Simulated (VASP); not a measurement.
AlN, 2 atoms in the cell. The structure is cubic, space group F-43m (No. 216). Conventional cell: a = 4.368 Å, b = 4.368 Å, c = 4.368 Å, α = 90.00°, β = 90.00°, γ = 90.00°. Within 2.5 Å of Al (site symmetry -43m) lie 4 N at 1.89 Å. N (site symmetry -43m) has 4 Al at 1.89 Å within 2.5 Å. 

```yaml
Program: VASP 6.6.1
Task: single point
Functional: PBE
Potentials_or_basis: VASP PAW PBE potentials, release 64 (Al, N)
Cutoff: 520 eV
k_mesh: 12 × 12 × 12
Occupations: gaussian, width 0.05 eV
Spin: no spin polarisation
Dipole_correction: no
Further_INCAR_settings: ALGO = Normal; EDIFF = 1e-06; NBANDS = 11
```

Potentials or basis: VASP PAW PBE potentials, release 64 (Al, N).

Command:

```sh
$ cat potpaw_PBE.64/Al/POTCAR potpaw_PBE.64/N/POTCAR > POTCAR
$ mpirun -np 1 vasp_std > vasp.out
```

Hardware: 1 thread of Intel Xeon 8259CL, with other jobs on the host.

Problem. How long does it take, and how much memory?

Solution. Wall time 16 s on 1 thread of Intel Xeon 8259CL, on a shared host, peak memory 0.14 GiB. Counts: scf iterations 12, k points 72.
